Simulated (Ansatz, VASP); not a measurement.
## K2SiB2 in VASP and in Ansatz

```
CELL_PARAMETERS angstrom
3.63496 0.00000 0.00000
-1.81748 3.14797 0.00000
0.00000 0.00000 9.96870
ATOMIC_POSITIONS crystal
K 0.66667 0.33333 0.27697
K 0.33333 0.66667 0.72303
Si 0.00000 0.00000 0.00000
B 0.66667 0.33333 0.95299
B 0.33333 0.66667 0.04701
```

Change from the starting cell: species swapped into the Nb2CS2 type (P-3m1, No. 164).

Alike in both runs: functional PBE; k mesh 12 × 12 × 4; occupations gaussian, width 0.1 eV; no spin polarisation.

Ansatz relaxed the structure, and its values are those at the end. VASP's run is a single point on that final structure, the one shown.

```csv
,VASP,Ansatz
version,VASP 6.6.1,Ansatz 0.2.0
potentials or method,"VASP PAW PBE potentials, release 64 (K_sv, Si, B), cutoff 520 eV","scalar-relativistic, plane waves, PAW"
valence electrons in the cell,28,28
```

|  | VASP | Ansatz | Ansatz less VASP |
| --- | --- | --- | --- |
| gap on the k mesh at the Fermi level (eV) | none | none | - |
| pressure (GPa) | 0.0 | 0.0 | -0.01 |
| rms of the force components (eV/Å) | 0.004 | 0.002 | -0.0020 |

A gap of «none» marks a metal or a gap that the smearing closes.
